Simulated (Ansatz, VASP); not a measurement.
**V: VASP beside Ansatz**

Contents of INCAR:

```
SYSTEM = V
  ALGO = Normal
  EDIFF = 1E-6
  ENCUT = 520
  ISIF = 2
  ISMEAR = -1
  LASPH = .True.
  LCHARG = .False.
  LREAL = .False.
  LWAVE = .False.
  NBANDS = 34
  NELM = 80
  PREC = Accurate
  SIGMA = 0.1
```

File KPOINTS:

```
k-points
0
Gamma
  16 16 4
  0 0 0
```

POSCAR

```
V
1.0
    2.5781104505      0.0000000000      0.0000000000
   -1.2890552253      2.2327091439      0.0000000000
    0.0000000000      0.0000000000      9.3273169296
V
4
Direct
    1.0000000000      1.0000000000      0.0000000000
    1.0000000000      0.0000000000      0.5000000000
    0.3333333333      0.6666666667      0.2500000000
    0.6666666667      0.3333333333      0.7500000000
```

Input for Ansatz:

```yaml
crystal:
  lattice:
    - [2.5781104505, 0.0, 0.0]
    - [-1.2890552253, 2.2327091439, 0.0]
    - [0.0, 0.0, 9.3273169296]
  atoms:
    - { symbol: V, position: [1.0, 1.0, 0.0] }
    - { symbol: V, position: [1.0, 0.0, 0.5] }
    - { symbol: V, position: [0.3333333333, 0.6666666667, 0.25] }
    - { symbol: V, position: [0.6666666667, 0.3333333333, 0.75] }
hamiltonian:
  xc: lda
  pseudopotentials:
    kind: paw
    azcp:
      V: "pseudopotentials/V.paw.azcp"
basis:
  ecutwfc: 420
  fft_grid_basis: typed
kpoints:
  mp_grid: { grid: [16, 16, 4], shift: [0, 0, 0] }
magnetization:
  spin_polarized: false
scf:
  occupations: { method: fermi_dirac, width: 0.1 }
  lower_state_search: "off"
output:
  stress: true
  write_density: true
  write_potential: true
  elf: true
  volumetric_format: npy
```

Alike in both runs: task single point; functional LDA; k mesh 16 × 16 × 4; occupations fermi-dirac, width 0.1 eV; no spin polarisation.

```csv
,VASP,Ansatz
version,VASP 6.6.1,Ansatz 0.2.0
potentials or method,"VASP PAW LDA potentials, release 64 (V_sv), cutoff 520 eV","plane waves (420 eV) with PAW, scalar-relativistic"
valence electrons in the cell,52,52
```

VASP gave:

- pressure (GPa): -6.8
- traceless stress, the component that is largest in VASP (GPa): -0.23

**Question.** Estimate Ansatz's values.

**Answer.** Pressure (GPa): -7.2; traceless stress, the component that is largest in VASP (GPa): -0.22.

Ansatz warns that its potentials were made for another functional, while VASP's fit it. LDA's correlation is that of Perdew and Zunger in VASP and of Perdew and Wang (1992) in Ansatz.
